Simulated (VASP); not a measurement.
# Ga16N15 (a cell with a defect) in VASP: further runs

Runs on Ga16N15 (a cell with a defect). Level: PBE. Tasks: single point.

Everything below comes from runs of VASP 6.6.1. Logs are shortened: lines on timing, memory, paths and dates and some standing lists are left out, and cuts for length are marked.

## 1. The cell of the first run

The cell holds a defect, 31 atoms: a = 6.360 Å, b = 6.360 Å, c = 10.332 Å, α = 90.00°, β = 90.00°, γ = 120.00°.

## 2. Single point, PBE, collinear spin (atoms taken out, then relaxed in part)

Contents of INCAR:

```
PREC = Accurate
ENCUT = 520
EDIFF = 1E-7
ISMEAR = -1
SIGMA = 0.01
LREAL = Auto
LASPH = T
NELM = 150
ALGO = Normal
ISIF = 2
LWAVE = F
LCHARG = F
ISPIN = 2
MAGMOM = 0.5 0 0 0 0 0 0 0 0.5 0 0.5 0 0.5 0 0 0 0 0 0 0 0 0 0 0 0 0 0 0 0 0 0
LORBIT = 11
GGA = PE
NBANDS = 166
NELECT = 282.0
KPAR = 4
```

Contents of KPOINTS:

```
Automatic mesh
0
Gamma
  4 4 2
```

Contents of POSCAR:

```
Ga16N15
1.0
    6.3600000000      0.0000000000      0.0000000000
   -3.1800000000      5.5079215680      0.0000000000
    0.0000000000      0.0000000000     10.3320000000
Ga N
16 15
Direct
    0.1666666667      0.3333333333     -0.0011058393
    0.1666666667      0.3333333333      0.5014854386
    0.1645128668      0.8322564334     -0.0012034259
    0.1658600837      0.8329300418      0.5000409278
    0.6677435666      0.3354871332     -0.0012034259
    0.6670699582      0.3341399163      0.5000409278
    0.6677435666      0.8322564334     -0.0012034259
    0.6670699582      0.8329300418      0.5000409278
    0.3338216046      0.1661783954      0.2499023580
    0.3331165611      0.1668834389      0.7499062549
    0.3338216046      0.6676432093      0.2499023580
    0.3331165611      0.6662331221      0.7499062549
    0.8323567907      0.1661783954      0.2499023580
    0.8337668779      0.1668834389      0.7499062549
    0.8333333333      0.6666666667      0.2518532362
    0.8333333333      0.6666666667      0.7486757879
    0.1666666667      0.3333333333      0.6891503310
    0.1649927233      0.8324963617      0.1876859080
    0.1678582014      0.8339291007      0.6886244416
    0.6675036383      0.3350072767      0.1876859080
    0.6660708993      0.3321417986      0.6886244416
    0.6675036383      0.8324963617      0.1876859080
    0.6660708993      0.8339291007      0.6886244416
    0.3323482200      0.1676517800      0.4364557176
    0.3327816829      0.1672183171      0.9411423586
    0.3323482200      0.6646964399      0.4364557176
    0.3327816829      0.6655633658      0.9411423586
    0.8353035601      0.1676517800      0.4364557176
    0.8344366342      0.1672183171      0.9411423586
    0.8333333333      0.6666666667      0.4389217678
    0.8333333333      0.6666666667      0.9374700581
```

Potentials or basis: VASP PAW PBE potentials, release 64 (Ga_d, N).

Started as:

```sh
cat potpaw_PBE.64/Ga_d/POTCAR potpaw_PBE.64/N/POTCAR > POTCAR
mpirun -np 4 vasp_std > vasp.out
```

OUTCAR:

```text
PREC = Accurate
   ENCUT = 520
   EDIFF = 1E-7
   ISMEAR = -1
   LREAL = Auto
   LASPH = T
   NELM = 150
   ISIF = 2
   ISPIN = 2
   LORBIT = 11
   GGA = PE
   NELECT = 282.0

 ion  position               nearest neighbor table
   1  0.167  0.333  0.999-  25 1.92  27 1.92  29 1.92
   2  0.167  0.333  0.501-  17 1.94  26 1.94  24 1.94  28 1.94
   3  0.165  0.832  0.999-  31 1.93  25 1.94  27 1.94  18 1.95
   4  0.166  0.833  0.500-  30 1.94  19 1.95  24 1.96  26 1.96
   5  0.668  0.335  0.999-  31 1.93  29 1.94  25 1.94  20 1.95
   6  0.667  0.334  0.500-  30 1.94  21 1.95  28 1.96  24 1.96
   7  0.668  0.832  0.999-  31 1.93  29 1.94  27 1.94  22 1.95
   8  0.667  0.833  0.500-  30 1.94  23 1.95  28 1.96  26 1.96
   9  0.334  0.166  0.250-  24 1.93  18 1.95  20 1.95
  10  0.333  0.167  0.750-  17 1.94  19 1.94  21 1.94  25 1.98
  11  0.334  0.668  0.250-  26 1.93  18 1.95  22 1.95
  12  0.333  0.666  0.750-  17 1.94  23 1.94  19 1.94  27 1.98
  13  0.832  0.166  0.250-  28 1.93  22 1.95  20 1.95
  14  0.834  0.167  0.750-  17 1.94  23 1.94  21 1.94  29 1.98
  15  0.833  0.667  0.252-  30 1.93  20 1.94  22 1.94  18 1.94
  16  0.833  0.667  0.749-  23 1.94  21 1.94  19 1.94  31 1.95
  17  0.167  0.333  0.689-  12 1.94  10 1.94  14 1.94   2 1.94
  18  0.165  0.832  0.188-  15 1.94   9 1.95  11 1.95   3 1.95
  19  0.168  0.834  0.689-  10 1.94  12 1.94  16 1.94   4 1.95
[... 10 lines left out ...]
  30  0.833  0.667  0.439-  15 1.93   8 1.94   6 1.94   4 1.94
  31  0.833  0.667  0.937-   7 1.93   5 1.93   3 1.93  16 1.95

  LATTYP: Found a hexagonal cell.
 ALAT       =     6.3600000000
 C/A-ratio  =     1.6245283019

  Lattice vectors:

 A1 = (   6.3600000000,   0.0000000000,   0.0000000000)
 A2 = (  -3.1800000000,   5.5079215680,   0.0000000000)
 A3 = (   0.0000000000,   0.0000000000,  10.3320000000)

Analysis of symmetry for initial positions (statically):
=====================================================================
 Subroutine PRICEL returns:
 Original cell was already a primitive cell.

 Routine SETGRP: Setting up the symmetry group for a
 hexagonal supercell.

 Subroutine GETGRP returns: Found  6 space group operations
 (whereof  2 operations were pure point group operations)
 out of a pool of 24 trial point group operations.

The static configuration has the point symmetry C_1h.
 The point group associated with its full space group is C_3v.

Analysis of symmetry for dynamics (positions and initial velocities):
=====================================================================
 Subroutine PRICEL returns:
 Original cell was already a primitive cell.

[... 208 lines left out ...]
  ext. energy  EPLUGINS =         0.00000000
  ---------------------------------------------------
  free energy    TOTEN  =      -189.99050069 eV

  energy without entropy =     -189.99050069  energy(sigma->0) =     -189.99050069

 E-fermi :   5.4142     XC(G=0): -11.5874

 val. band max:        5.1976046468   @ k =   0.0000   0.0000   0.0000
 cond. band min:       6.9077052767   @ k =   0.5000   0.0000   0.0000
 fundamental gap:      1.7101006299
 Fermi energy:         5.4142257466

 spin component 1

 k-point     1 :       0.0000    0.0000    0.0000
  band No.  band energies     occupation
      1     -10.7343      1.00000
      2     -10.2295      1.00000
      3     -10.2002      1.00000
      4      -9.9779      1.00000
      5      -9.9779      1.00000
      6      -9.8584      1.00000
[... 1237 lines left out ...]
    152      11.2565      0.00000
    153      11.6523      0.00000
 Fermi energy:         5.4142257466

 spin component 2

 k-point     1 :       0.0000    0.0000    0.0000
  band No.  band energies     occupation
      1     -10.7343      1.00000
      2     -10.2295      1.00000
      3     -10.2002      1.00000
      4      -9.9779      1.00000
      5      -9.9779      1.00000
      6      -9.8584      1.00000
[... 1237 lines left out ...]
    152      11.2565      0.00000
    153      11.6523      0.00000
 [bands above 153 left out]

------------------------ aborting loop because EDIFF is reached ----------------------------------------

  FORCE on cell =-STRESS in cart. coord.  units (eV):
  Direction    XX          YY          ZZ          XY          YZ          ZX
  --------------------------------------------------------------------------------------
  -------------------------------------------------------------------------------------
  Total        3.0362702      3.0362702      3.7372802     -0.0000000     -0.0000000     -0.0000000
  in kB       13.4406952     13.4406952     16.5438653     -0.0000000     -0.0000000     -0.0000000
  external PRESSURE =      14.4750852 kB  Pullay stress =       0.0000000 kB

 VOLUME and BASIS-vectors are now :
 -----------------------------------------------------------------------------
  energy-cutoff  :      520.00
  volume of cell :      361.93
      direct lattice vectors                 reciprocal lattice vectors
     6.360000000  0.000000000  0.000000000     0.157232704  0.090778344  0.000000000
    -3.180000000  5.507921568  0.000000000     0.000000000  0.181556688  0.000000000
     0.000000000  0.000000000 10.332000000     0.000000000  0.000000000  0.096786682

 POSITION                                       TOTAL-FORCE (eV/Angst)
 -----------------------------------------------------------------------------------
      0.00000      1.83597     10.32057         0.000000      0.000000     -0.013899
      0.00000      1.83597      5.18135         0.000000      0.000000     -0.020670
     -1.60027      4.58400     10.31957        -0.000279     -0.000161     -0.004532
     -1.59385      4.58771      5.16642         0.005280      0.003048     -0.006935
      3.18000      1.84784     10.31957         0.000000      0.000322     -0.004532
      3.18000      1.84042      5.16642        -0.000000     -0.006096     -0.006935
[... 23 lines left out ...]
      3.18000      3.67195      4.53494         0.000000      0.000000     -0.001816
      3.18000      3.67195      9.68594         0.000000      0.000000     -0.000203
 -----------------------------------------------------------------------------------
    total drift:                               -0.000004     -0.000007      0.001851

  FREE ENERGIE OF THE ION-ELECTRON SYSTEM (eV)
  ---------------------------------------------------
  free  energy   TOTEN  =      -189.9905006876 eV

  energy  without entropy=     -189.9905006876  energy(sigma->0) =     -189.99050069

 total charge

# of ion       s       p       d       tot
------------------------------------------
    1        0.812   0.823  10.125  11.761
    2        0.783   0.896  10.185  11.864
    3        0.783   0.903  10.187  11.874
    4        0.782   0.886  10.177  11.846
    5        0.783   0.903  10.187  11.874
    6        0.782   0.886  10.177  11.846
[... 23 lines left out ...]
   30        1.223   2.531   0.000   3.753
   31        1.222   2.531   0.000   3.754
--------------------------------------------------
tot         31.024  51.705 162.653 245.381

 magnetization (x)

# of ion       s       p       d       tot
------------------------------------------
    1       -0.000  -0.000   0.000   0.000
    2        0.000   0.000   0.000   0.000
    3        0.000   0.000   0.000   0.000
    4        0.000   0.000   0.000   0.000
    5        0.000   0.000   0.000   0.000
    6        0.000   0.000   0.000   0.000
[... 23 lines left out ...]
   30       -0.000  -0.000   0.000  -0.000
   31       -0.000  -0.000   0.000  -0.000
--------------------------------------------------
tot          0.000  -0.000   0.000   0.000
```

stdout:

```text
POSCAR found type information on POSCAR GaN
 POSCAR found :  2 types and      31 ions
 scaLAPACK will be used
 LDA part: xc-table for (Slater+PW92), standard interpolation
 POSCAR, INCAR and KPOINTS ok, starting setup
 FFT: planning ... GRIDC
 FFT: planning ... GRID_SOFT
 FFT: planning ... GRID
 WAVECAR not read
 entering main loop
 the old and the new charge density differ
 old charge density:   283.00000 new  282.00000
BRMIX: very serious problems
 the old and the new charge density differ
 old charge density:   283.00000 new  282.00000
BRMIX: very serious problems
 the old and the new charge density differ
 old charge density:   283.00000 new  282.00000
BRMIX: very serious problems
 the old and the new charge density differ
 old charge density:   283.00000 new  282.00000
    0.308E+01
```

Run time: 11 min. Hardware: 4 MPI ranks of Intel Xeon Platinum 8259CL at 2.50GHz (Skylake/Cascade Lake), shared host; peak memory 0.97 GiB.

What came out:

- Free energy: -189.9905 eV
- Largest force: 0.025 eV/Å
- Net moment: 0.00 μB per cell
- Valence electrons inside the program's atomic spheres: Ga 11.76, 11.86, 11.87, 11.85, 11.73 (each value once); N 3.75, 3.73, 3.74 (each value once)

Forces in eV/Å, atoms in the order of the input:
```
Ga   0.000  0.000 -0.014
Ga   0.000  0.000 -0.021
Ga   0.000  0.000 -0.005
Ga   0.005  0.003 -0.007
Ga   0.000  0.000 -0.005
Ga   0.000 -0.006 -0.007
Ga   0.000  0.000 -0.005
Ga  -0.005  0.003 -0.007
Ga  -0.004  0.002  0.007
Ga  -0.003  0.002 -0.020
Ga   0.000 -0.004  0.007
Ga   0.000 -0.003 -0.020
Ga   0.004  0.002  0.007
Ga   0.003  0.002 -0.020
Ga   0.000  0.000  0.012
Ga   0.000  0.000 -0.009
N    0.000  0.000  0.013
N    0.006  0.003 -0.015
N   -0.003 -0.002  0.004
N    0.000 -0.007 -0.015
N    0.000  0.003  0.004
N   -0.006  0.003 -0.015
N    0.003 -0.002  0.004
N    0.001 -0.001  0.025
N    0.006 -0.003  0.018
N    0.000  0.001  0.025
N    0.000  0.007  0.018
N   -0.001 -0.001  0.025
N   -0.006 -0.003  0.018
N    0.000  0.000 -0.002
N    0.000  0.000  0.000
```

Levels at points of the mesh, in eV from the Fermi level:
Spin up:
```
           k point  band 138  band 139  band 140  band 141  band 142  band 143  band 144  band 145
(0.00, 0.00, 0.00)     -0.69     -0.55     -0.22     -0.22      2.32      2.58      3.86      3.86
(0.50, 0.00, 0.00)     -0.86     -0.86     -0.63     -0.33      1.49      2.85      3.41      4.49
(0.00, 0.00, 0.50)     -0.59     -0.59     -0.25     -0.25      1.94      3.36      3.74      3.79
(0.50, 0.00, 0.50)     -0.96     -0.87     -0.81     -0.35      1.58      2.87      3.34      4.35
```
Spin down:
| k point | band 139 | band 140 | band 141 | band 142 | band 143 | band 144 |
| --- | --- | --- | --- | --- | --- | --- |
| (0.00, 0.00, 0.00) | -0.55 | -0.22 | -0.22 | 2.32 | 2.58 | 3.86 |
| (0.50, 0.00, 0.00) | -0.86 | -0.63 | -0.33 | 1.49 | 2.85 | 3.41 |
| (0.00, 0.00, 0.50) | -0.59 | -0.25 | -0.25 | 1.94 | 3.36 | 3.74 |
| (0.50, 0.00, 0.50) | -0.87 | -0.81 | -0.35 | 1.58 | 2.87 | 3.34 |

Caveat: the cell carries a net charge on a neutralising background, which shifts energy and pressure; the cell differs from its parent crystal (atoms taken out, then relaxed in part); the cell is charged against a uniform background, so pressure and absolute levels hang on convention.

## 3. Single point, PBE (atoms taken out, then relaxed in part)

Contents of INCAR:

```
  PREC = Accurate
  ENCUT = 520
  EDIFF = 1E-6
  ISMEAR = -1
  SIGMA = 0.01
  LREAL = Auto
  LASPH = True
  NELM = 60
  ALGO = Normal
  ISIF = 2
  LWAVE = False
  LCHARG = False
  GGA = PE
  NELECT = 280.0
  NBANDS = 162
```

Contents of KPOINTS:

```
regular mesh
0
Gamma
  4 4 2
```

Contents of POSCAR:

```
Ga16N15
1.0
    6.3600000000      0.0000000000      0.0000000000
   -3.1800000000      5.5079215680      0.0000000000
    0.0000000000      0.0000000000     10.3320000000
Ga N
16 15
Direct
    0.1666666667      0.3333333333     -0.0355685492
    0.1666666667      0.3333333333      0.5032184917
    0.1633919998      0.8316959999     -0.0032967075
    0.1618991077      0.8309495539      0.5023760967
    0.6683040001      0.3366080002     -0.0032967075
    0.6690504461      0.3381008923      0.5023760967
    0.6683040001      0.8316959999     -0.0032967075
    0.6690504461      0.8309495539      0.5023760967
    0.3497153937      0.1502846063      0.2576793061
    0.3351330575      0.1648669425      0.7471482505
    0.3497153937      0.6994307874      0.2576793061
    0.3351330575      0.6702661151      0.7471482505
    0.8005692126      0.1502846063      0.2576793061
    0.8297338849      0.1648669425      0.7471482505
    0.8333333333      0.6666666667      0.2542684344
    0.8333333333      0.6666666667      0.7499502113
    0.1666666667      0.3333333333      0.6910215553
    0.1626488294      0.8313244147      0.1865298182
    0.1665133841      0.8332566920      0.6885614170
    0.6686755853      0.3373511706      0.1865298182
    0.6667433080      0.3334866159      0.6885614170
    0.6686755853      0.8313244147      0.1865298182
    0.6667433080      0.8332566920      0.6885614170
    0.3321068748      0.1678931252      0.4384990117
    0.3349937470      0.1650062530      0.9400241218
    0.3321068748      0.6642137496      0.4384990117
    0.3349937470      0.6699874939      0.9400241218
    0.8357862504      0.1678931252      0.4384990117
    0.8300125061      0.1650062530      0.9400241218
    0.8333333333      0.6666666667      0.4391424672
    0.8333333333      0.6666666667      0.9379034457
```

Potentials or basis: VASP PAW PBE potentials, release 64 (Ga_d, N).

Started as:

```sh
cat potpaw_PBE.64/Ga_d/POTCAR potpaw_PBE.64/N/POTCAR > POTCAR
mpirun -np 1 vasp_std > vasp.out
```

Wall time 44 min (1 thread of Intel Xeon 8259CL, shared host); peak memory 0.61 GiB.

Results (log left out):

- Free energy: -200.5580 eV
- Largest force: 0.011 eV/Å

Forces in eV/Å, atoms in the order of the input:
```
Ga   0.000  0.000  0.002
Ga   0.000  0.000 -0.001
Ga  -0.002 -0.001  0.001
Ga  -0.006 -0.003  0.001
Ga   0.000  0.002  0.001
Ga   0.000  0.007  0.001
Ga   0.002 -0.001  0.001
Ga   0.006 -0.003  0.001
Ga  -0.006  0.003  0.004
Ga   0.002 -0.001 -0.007
Ga   0.000 -0.006  0.004
Ga   0.000  0.003 -0.007
Ga   0.006  0.003  0.004
Ga  -0.002 -0.001 -0.007
Ga   0.000  0.000 -0.004
Ga   0.000  0.000  0.009
N    0.000  0.000  0.003
N   -0.001  0.000 -0.002
N    0.001  0.001 -0.002
N    0.000  0.001 -0.002
N    0.000 -0.001 -0.002
N    0.001  0.000 -0.002
N   -0.001  0.001 -0.002
N   -0.004  0.002 -0.005
N   -0.007  0.004  0.008
N    0.000 -0.005 -0.005
N    0.000 -0.008  0.008
N    0.004  0.002 -0.005
N    0.007  0.004  0.008
N    0.000  0.000 -0.002
N    0.000  0.000 -0.001
```

Levels at points of the mesh, in eV from the Fermi level:
| k point | band 137 | band 138 | band 139 | band 140 | band 141 | band 142 | band 143 | band 144 |
| --- | --- | --- | --- | --- | --- | --- | --- | --- |
| (0.00, 0.00, 0.00) | -0.45 | -0.45 | -0.28 | 0.06 | 0.06 | 2.28 | 3.40 | 3.93 |
| (0.50, 0.00, 0.00) | -0.94 | -0.62 | -0.60 | -0.39 | 0.81 | 2.18 | 3.81 | 4.02 |
| (0.00, 0.00, 0.50) | -0.37 | -0.37 | -0.17 | 0.03 | 0.03 | 2.70 | 2.97 | 3.95 |
| (0.50, 0.00, 0.50) | -0.81 | -0.79 | -0.61 | -0.52 | 0.81 | 2.24 | 3.83 | 3.95 |

Caveat: the cell carries a net charge on a neutralising background, which shifts energy and pressure; the cell differs from its parent crystal (atoms taken out, then relaxed in part); the cell is charged against a uniform background, so pressure and absolute levels hang on convention.
